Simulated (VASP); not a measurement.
# TiSi16 (a cell with a defect) in VASP: a series of runs

Runs on TiSi16 (a cell with a defect). Level: PBE. Tasks: single point.

All numbers are computed with VASP 6.6.1; they aren't measurements. Logs are shortened: lines on timing, memory, paths and dates and some standing lists are left out, and cuts for length are marked.

## 1. The cell of the first run

The cell holds a defect, 17 atoms: a = 7.679 Å, b = 7.679 Å, c = 7.679 Å, α = 60.00°, β = 60.00°, γ = 60.00°.

## 2. Single point, PBE

File INCAR:

```
PREC = Accurate
ENCUT = 520
EDIFF = 1E-7
ISMEAR = -1
SIGMA = 0.02
LREAL = Auto
LASPH = T
NELM = 60
ALGO = Normal
ISIF = 2
LWAVE = F
LCHARG = F
GGA = PE
NBANDS = 52
```

File KPOINTS:

```
Automatic mesh
0
Gamma
  2 2 2
```

File POSCAR:

```
TiSi16
1.0
    0.0000000000      5.4300000000      5.4300000000
    5.4300000000      0.0000000000      5.4300000000
    5.4300000000      5.4300000000      0.0000000000
Si Ti
16 1
Direct
    0.0010773481      0.0235451197     -0.0194198895
    0.0622559853      0.1837661142      0.1028268877
    0.0559852670     -0.0082320442      0.4381767956
    0.1394567219      0.1080018416      0.6135082873
   -0.0711141805      0.6494751381     -0.0504696133
    0.1314825046      0.6487753223      0.0962154696
    0.0370257827      0.4736924494      0.4639686924
    0.1480018416      0.6359760589      0.6055156538
    0.4637016575     -0.0226703499     -0.0376058932
    0.6374493554      0.0629189687      0.1466022099
    0.5196316759     -0.0283609576      0.5338121547
    0.6658379374      0.1260405157      0.5837200737
    0.5444475138      0.4443922652      0.0545027624
    0.5953038674      0.6504972376      0.1636095764
    0.5125414365      0.4819337017      0.5408103131
    0.6317403315      0.5926243094      0.6859392265
    0.3323572744      0.3627624309      0.9207182320
```

Potentials or basis: VASP PAW PBE potentials, release 64 (Si, Ti_sv).

Run with:

```
> cat potpaw_PBE.64/Si/POTCAR potpaw_PBE.64/Ti_sv/POTCAR > POTCAR
> mpirun -np 1 vasp_std > vasp.out
```

OUTCAR:

```text
PREC = Accurate
   ENCUT = 520
   EDIFF = 1E-7
   ISMEAR = -1
   LREAL = Auto
   LASPH = T
   NELM = 60
   ISIF = 2
   GGA = PE

 ion  position               nearest neighbor table
   1  0.001  0.024  0.981-   2 2.19   4 2.32  10 2.34   6 2.35
   2  0.062  0.184  0.103-   1 2.19   3 2.23  17 2.49   9 2.58   5 2.93
   3  0.056  0.992  0.438-   2 2.23   8 2.25   4 2.38  12 2.45
   4  0.139  0.108  0.614-   7 2.30   1 2.32   3 2.38  11 2.41
   5  0.929  0.649  0.950-  14 2.25   6 2.33   8 2.34  17 2.73   2 2.93
   6  0.131  0.649  0.096-   5 2.33   7 2.33   1 2.35  17 2.55  13 2.67
   7  0.037  0.474  0.464-   4 2.30   6 2.33   8 2.61  16 2.61
   8  0.148  0.636  0.606-   3 2.25  15 2.32   5 2.34   7 2.61  17 2.76
   9  0.464  0.977  0.962-  14 2.20  12 2.47  17 2.50   2 2.58  10 2.81  11 3.12
  10  0.637  0.063  0.147-   1 2.34  13 2.44  11 2.45   9 2.81  17 2.91
  11  0.520  0.972  0.534-  12 2.24  16 2.38   4 2.41  10 2.45   9 3.12
  12  0.666  0.126  0.584-  11 2.24  15 2.29   3 2.45   9 2.47
  13  0.544  0.444  0.055-  16 2.32  14 2.37  10 2.44   6 2.67  17 2.73
  14  0.595  0.650  0.164-   9 2.20   5 2.25  13 2.37  15 2.39
  15  0.513  0.482  0.541-  12 2.29   8 2.32  16 2.36  14 2.39  17 2.41
  16  0.632  0.593  0.686-  13 2.32  15 2.36  11 2.38   7 2.61  17 2.90
  17  0.332  0.363  0.921-  15 2.41   2 2.49   9 2.50   6 2.55  13 2.73   5 2.73   8 2.76  16 2.90
                            10 2.91

  LATTYP: Found a face centered cubic cell.
 ALAT       =    10.8600000000

  Lattice vectors:

 A1 = (   0.0000000000,   5.4300000000,   5.4300000000)
 A2 = (   5.4300000000,   0.0000000000,   5.4300000000)
 A3 = (   5.4300000000,   5.4300000000,   0.0000000000)

Analysis of symmetry for initial positions (statically):
=====================================================================
 Subroutine PRICEL returns:
 Original cell was already a primitive cell.

 Routine SETGRP: Setting up the symmetry group for a
 face centered cubic supercell.

 Subroutine GETGRP returns: Found  1 space group operations
 (whereof  1 operations were pure point group operations)
 out of a pool of 48 trial point group operations.

The static configuration has the point symmetry C_1 .

Analysis of symmetry for dynamics (positions and initial velocities):
=====================================================================
 Subroutine PRICEL returns:
 Original cell was already a primitive cell.

 Routine SETGRP: Setting up the symmetry group for a
 face centered cubic supercell.

 Subroutine GETGRP returns: Found  1 space group operations
 (whereof  1 operations were pure point group operations)
 out of a pool of 48 trial point group operations.

The dynamic configuration has the point symmetry C_1 .

 Subroutine INISYM returns: Found  1 space group operations
 (whereof  1 operations are pure point group operations),
 and found     1 'primitive' translations

----------------------------------------------------------------------------------------

                                     Primitive cell

  volume of cell :     320.2060

  direct lattice vectors                    reciprocal lattice vectors
     0.000000000  5.430000000  5.430000000    -0.092081031  0.092081031  0.092081031
     5.430000000  0.000000000  5.430000000     0.092081031 -0.092081031  0.092081031
     5.430000000  5.430000000  0.000000000     0.092081031  0.092081031 -0.092081031

  length of vectors
     7.679179644  7.679179644  7.679179644     0.159489025  0.159489025  0.159489025

  position of ions in fractional coordinates (direct lattice)
     0.001077348  0.023545120  0.980580111
     0.062255985  0.183766114  0.102826888
     0.055985267  0.991767956  0.438176796
     0.139456722  0.108001842  0.613508287
     0.928885820  0.649475138  0.949530387
     0.131482505  0.648775322  0.096215470
[... 9 lines left out ...]
     0.631740331  0.592624309  0.685939226
     0.332357274  0.362762431  0.920718232

  ion indices of the primitive-cell ions
   primitive index   ion index
                 1           1
                 2           2
                 3           3
                 4           4
                 5           5
                 6           6
[... 9 lines left out ...]
                16          16
                17          17

----------------------------------------------------------------------------------------

 KPOINTS: Automatic mesh

Automatic generation of k-mesh.
 Grid dimensions read from file:
 generate k-points for:    2    2    2

 Generating k-lattice:

  Cartesian coordinates                     Fractional coordinates (reciprocal lattice)
    -0.046040516  0.046040516  0.046040516     0.500000000  0.000000000  0.000000000
     0.046040516 -0.046040516  0.046040516     0.000000000  0.500000000  0.000000000
     0.046040516  0.046040516 -0.046040516     0.000000000  0.000000000  0.500000000

  Length of vectors
     0.079744512  0.079744512  0.079744512

  Shift w.r.t. Gamma in fractional coordinates (k-lattice)
     0.000000000  0.000000000  0.000000000

 Subroutine IBZKPT returns following result:
 ===========================================

 Found      8 irreducible k-points:

 Following reciprocal coordinates:
            Coordinates               Weight
  0.000000  0.000000  0.000000      1.000000
  0.500000  0.000000  0.000000      1.000000
  0.000000  0.500000  0.000000      1.000000
  0.000000  0.000000  0.500000      1.000000
  0.500000  0.500000  0.500000      1.000000
  0.500000  0.500000  0.000000      1.000000
  0.000000  0.500000  0.500000      1.000000
  0.500000  0.000000  0.500000      1.000000
   k-points           NKPTS =      8   k-points in BZ     NKDIM =      8   number of bands    NBANDS=     52
   number of dos      NEDOS =    301   number of ions     NIONS =     17
   total plane-waves  NPLWV = 216000
   dimension x,y,z NGX =    60 NGY =   60 NGZ =   60
   dimension x,y,z NGXF=   120 NGYF=  120 NGZF=  120
   ions per type =              16   1
   NGX,Y,Z   is equivalent  to a cutoff of  12.99, 12.99, 12.99 a.u.
   NGXF,Y,Z  is equivalent  to a cutoff of  25.98, 25.98, 25.98 a.u.
 SYSTEM =  unknown system
   PREC   = accura    normal or accurate (medium, high low for compatibility)
   ISTART =      0    job   : 0-new  1-cont  2-samecut
   ICHARG =      2    charge: 1-file 2-atom 10-const
   ISPIN  =      1    spin polarized calculation?
   LNONCOLLINEAR =      F non collinear calculations
   LSORBIT =      F    spin-orbit coupling
   LASPH  =      T    aspherical Exc in radial PAW
   ENCUT  =  520.0 eV  38.22 Ry    6.18 a.u.  14.28 14.28 14.28*2*pi/ulx,y,z
   NELM   =     60;   NELMIN=  2; NELMDL= -5     # of ELM steps
   EDIFF  = 0.1E-06   stopping-criterion for ELM
   LREAL  =      T    real-space projection
   EDIFFG = 0.1E-05   stopping-criterion for IOM
   NSW    =      0    number of steps for IOM
   IBRION =     -1    ionic relax: 0-MD 1-quasi-New 2-CG
   NFREE  =      0    steps in history (QN), initial steepest desc. (CG)
   ISIF   =      2    stress and relaxation
   ISYM   =      2    0-nonsym 1-usesym 2-fastsym
   POTIM  = 0.5000    time-step for ionic-motion
   TEBEG  =    0.0;   TEEND  =   0.0 temperature during run
   PSTRESS=    0.0 pullay stress
   NELECT =      76.0000    total number of electrons
   NUPDOWN=      -1.0000    fix difference up-down
   EMIN   =  10.00;   EMAX   =-10.00  energy-range for DOS
   EFERMI =   0.00;   METHOD = LEGACY
   ISMEAR =    -1;   SIGMA  =   0.02  broadening in eV -4-tet -1-fermi 0-gaus
   EFERMI_NEDOS =   21; number of points for ismear=-14 and -15
   IALGO  =     38    algorithm
   IMIX   =      4    mixing-type and parameters
     AMIX     =   0.40;   BMIX     =  1.00
     AMIX_MAG =   1.60;   BMIX_MAG =  1.00
  volume/ion in A,a.u.               =      18.84       127.11
  Fermi-wavevector in a.u.,A,eV,Ry     =   1.013607  1.915439 13.978610  1.027399
  Thomas-Fermi vector in A             =   2.146786
   LORBIT       =      0    0 simple, 1 ext, 2 COOP (PROOUT), +10 PAW based schemes
   GGA     = PE    functional components
   LHFCALC =     F    Hartree Fock is set to
   AEXX    =    0.0000 exact exchange contribution
   IVDW    =     0    specifies the selected vdW correction
   LEPSILON=     F    determine dielectric tensor
   LRPA    =     F    only Hartree local field effects (RPA)
 non-spin polarized calculation
  energy-cutoff  :      520.00
  volume of cell :      320.21
 maximum number of plane-waves:      8646
 NGX is ok and might be reduce to    60
   NGX = 29   NGY = 29   NGZ = 29

 number of electron      76.0000000 magnetization

 Free energy of the ion-electron system (eV)
  ---------------------------------------------------
  ext. energy  EPLUGINS =         0.00000000
  ---------------------------------------------------
  free energy    TOTEN  =       -89.17651328 eV

  energy without entropy =      -89.15915109  energy(sigma->0) =      -89.16783219

 E-fermi :   6.7662     XC(G=0):  -9.8187

 val. band max:        6.7608830377   @ k =   0.0000   0.5000   0.5000
 cond. band min:       6.7766575563   @ k =   0.5000   0.0000   0.0000
 fundamental gap:      0.0157745186
 Fermi energy:         6.7661827573

 k-point     1 :       0.0000    0.0000    0.0000
  band No.  band energies     occupation
      1     -50.0866      2.00000
      2     -26.4732      2.00000
      3     -26.4236      2.00000
      4     -26.3489      2.00000
      5      -5.7077      2.00000
      6      -3.5777      2.00000
[... 42 lines left out ...]
     49       8.3044      0.00000
     50       8.5235      0.00000

 k-point     2 :       0.5000    0.0000    0.0000
  band No.  band energies     occupation
      1     -50.0866      2.00000
      2     -26.4732      2.00000
      3     -26.4236      2.00000
      4     -26.3489      2.00000
      5      -4.9701      2.00000
      6      -4.8614      2.00000
[... 42 lines left out ...]
     49       9.0569      0.00000
     50       9.6473      0.00000

 k-point     3 :       0.0000    0.5000    0.0000
  band No.  band energies     occupation
      1     -50.0866      2.00000
      2     -26.4732      2.00000
      3     -26.4236      2.00000
      4     -26.3489      2.00000
      5      -5.0340      2.00000
      6      -4.7654      2.00000
[... 42 lines left out ...]
     49       9.4581      0.00000
     50       9.6893      0.00000

 k-point     4 :       0.0000    0.0000    0.5000
  band No.  band energies     occupation
      1     -50.0866      2.00000
      2     -26.4732      2.00000
      3     -26.4236      2.00000
      4     -26.3489      2.00000
      5      -4.9610      2.00000
      6      -4.8451      2.00000
[... 42 lines left out ...]
     49       9.4455      0.00000
     50       9.6528      0.00000

 k-point     5 :       0.5000    0.5000    0.5000
  band No.  band energies     occupation
      1     -50.0866      2.00000
      2     -26.4732      2.00000
      3     -26.4236      2.00000
      4     -26.3489      2.00000
      5      -5.0679      2.00000
      6      -4.7309      2.00000
[... 42 lines left out ...]
     49       9.2797      0.00000
     50       9.5799      0.00000

 k-point     6 :       0.5000    0.5000    0.0000
  band No.  band energies     occupation
      1     -50.0866      2.00000
      2     -26.4732      2.00000
      3     -26.4236      2.00000
      4     -26.3489      2.00000
      5      -4.7967      2.00000
      6      -4.5078      2.00000
[... 42 lines left out ...]
     49       9.7113      0.00000
     50      10.1367      0.00000

 k-point     7 :       0.0000    0.5000    0.5000
  band No.  band energies     occupation
      1     -50.0866      2.00000
      2     -26.4732      2.00000
      3     -26.4236      2.00000
      4     -26.3489      2.00000
      5      -4.7475      2.00000
      6      -4.5298      2.00000
[... 42 lines left out ...]
     49       9.6600      0.00000
     50       9.9922      0.00000

 k-point     8 :       0.5000    0.0000    0.5000
  band No.  band energies     occupation
      1     -50.0866      2.00000
      2     -26.4732      2.00000
      3     -26.4236      2.00000
      4     -26.3489      2.00000
      5      -4.7426      2.00000
      6      -4.5743      2.00000
[... 42 lines left out ...]
     49       9.6111      0.00000
     50       9.8295      0.00000
 [bands above 50 left out]

------------------------ aborting loop because EDIFF is reached ----------------------------------------

  FORCE on cell =-STRESS in cart. coord.  units (eV):
  Direction    XX          YY          ZZ          XY          YZ          ZX
  --------------------------------------------------------------------------------------
  -------------------------------------------------------------------------------------
  Total        5.4337682      3.9075719      9.2641288      0.8260976     -4.5526605      3.0873151
  in kB       27.1883096     19.5518598     46.3538364      4.1334478    -22.7796139     15.4476369
  external PRESSURE =      31.0313353 kB  Pullay stress =       0.0000000 kB

 VOLUME and BASIS-vectors are now :
 -----------------------------------------------------------------------------
  energy-cutoff  :      520.00
  volume of cell :      320.21
      direct lattice vectors                 reciprocal lattice vectors
     0.000000000  5.430000000  5.430000000    -0.092081031  0.092081031  0.092081031
     5.430000000  0.000000000  5.430000000     0.092081031 -0.092081031  0.092081031
     5.430000000  5.430000000  0.000000000     0.092081031  0.092081031 -0.092081031

 POSITION                                       TOTAL-FORCE (eV/Angst)
 -----------------------------------------------------------------------------------
      5.45240      5.33040      0.13370        -1.178302     -0.642419     -1.490389
      1.55620      0.89640      1.33590         0.350957     -0.128114      1.488592
      7.76460      2.68330      5.68930         1.831530      0.498876     -0.445989
      3.91780      4.08860      1.34370        -0.675027      0.108926      0.469793
      8.68260     10.19980      8.57050        -0.820959      0.670322      0.416504
      4.04530      1.23640      4.23680         0.234890      0.644239      0.173564
[... 9 lines left out ...]
      6.94260      7.15500      6.64830        -0.702048      0.288724      1.510688
      6.96930      6.80420      3.77450         0.189570      0.638596      0.819284
 -----------------------------------------------------------------------------------
    total drift:                               -0.001306      0.002517     -0.011639

  FREE ENERGIE OF THE ION-ELECTRON SYSTEM (eV)
  ---------------------------------------------------
  free  energy   TOTEN  =       -89.1765132788 eV

  energy  without entropy=      -89.1591510919  energy(sigma->0) =      -89.16783219
```

Wall time 1.9 min (1 thread of Intel Xeon 6975P-C (Granite Rapids), shared host); peak memory 0.5 GiB.

Results:

```
Free energy            : -89.1765 eV
Pressure               : 3.1 GPa
Largest force          : 2.228 eV/Å
Band gap on the k mesh : zero (band 38 reaches 6.81 eV, above the bottom of band 39 at 6.59 eV)
```

Forces on the atoms (eV/Å):
```
Si  -1.178 -0.642 -1.490
Si   0.351 -0.128  1.489
Si   1.832  0.499 -0.446
Si  -0.675  0.109  0.470
Si  -0.821  0.670  0.417
Si   0.235  0.644  0.174
Si   2.126  0.064  0.126
Si  -0.926 -0.688 -1.906
Si   1.109 -0.573  1.190
Si   0.432 -0.760 -0.381
Si  -0.940 -1.159 -0.858
Si   0.150  1.272 -0.081
Si  -0.001 -0.167 -0.807
Si  -0.363  0.698 -1.529
Si  -0.818 -0.765  1.305
Si  -0.702  0.289  1.511
Ti   0.190  0.639  0.819
```

Stress tensor (GPa, compression positive):
```
 2.72  0.41  1.54
 0.41  1.96 -2.28
 1.54 -2.28  4.64
```

Levels at points of the mesh, in eV from the Fermi level:
```
           k point  band 34  band 35  band 36  band 37  band 38  band 39  band 40  band 41  band 42  band 43
(0.00, 0.00, 0.00)    -1.06    -0.92    -0.79    -0.45    -0.41    -0.18     0.07     0.21     0.38     0.57
(0.50, 0.00, 0.00)    -1.50    -0.96    -0.93    -0.21    -0.11     0.01     0.33     0.44     0.86     1.05
(0.00, 0.50, 0.00)    -1.28    -1.11    -0.89    -0.28     0.04     0.19     0.36     0.37     0.80     1.01
(0.00, 0.00, 0.50)    -1.50    -1.12    -0.74    -0.51    -0.35    -0.16     0.52     0.64     1.00     1.13
(0.50, 0.50, 0.50)    -1.36    -1.27    -0.74    -0.36    -0.01     0.03     0.16     0.53     0.83     1.03
(0.50, 0.50, 0.00)    -1.63    -1.34    -1.24    -0.48     0.05     0.35     0.73     1.09     1.15     1.26
(0.00, 0.50, 0.50)    -1.70    -1.38    -1.28    -0.51    -0.01     0.33     0.91     1.08     1.12     1.26
(0.50, 0.00, 0.50)    -1.61    -1.37    -1.27    -0.27    -0.08     0.56     0.67     0.79     1.12     1.29
```

Caveat: the k points lie up to 0.50 Å⁻¹ apart.

(Part 1 of 2 ends here.)
